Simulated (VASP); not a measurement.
Runs of VASP 6.6.1 on GaP. The structure is that of space group F-43m (No. 216), or close to it. The cells are those of the table. 

```tsv
task	cell	gap on the mesh (eV)	pressure (GPa)
electric field gradients	a = 3.854 Å, angles 60.0°, 2 atoms	1.59	2.5
single point	a = 3.816, b = 3.816, c = 3.854 Å, angles 59.7, 59.7, 60.7°, 2 atoms	1.36	4.3
single point	a = 3.835, b = 3.835, c = 3.854 Å, angles 59.8, 59.8, 60.3°, 2 atoms	1.48	3.3
single point	a = 3.797, b = 3.797, c = 3.854 Å, angles 59.5, 59.5, 61.0°, 2 atoms	(a)	(b)
single point	a = 3.854 Å, angles 60.0°, 2 atoms	1.59	(c)
```

Alike in all rows: level PBE; potentials or basis VASP PAW PBE potentials, release 64 (Ga_d, P); no spin polarisation; k mesh 14 × 14 × 14; cutoff (eV) 520; smearing fermi-dirac 0.02 eV.

Question: Estimate the missing entries.

Answer: (a) 1.25; (b) 5.2; (c) 2.4.

A k mesh can miss the band edges, and the runs leave out spin-orbit coupling on Ga.
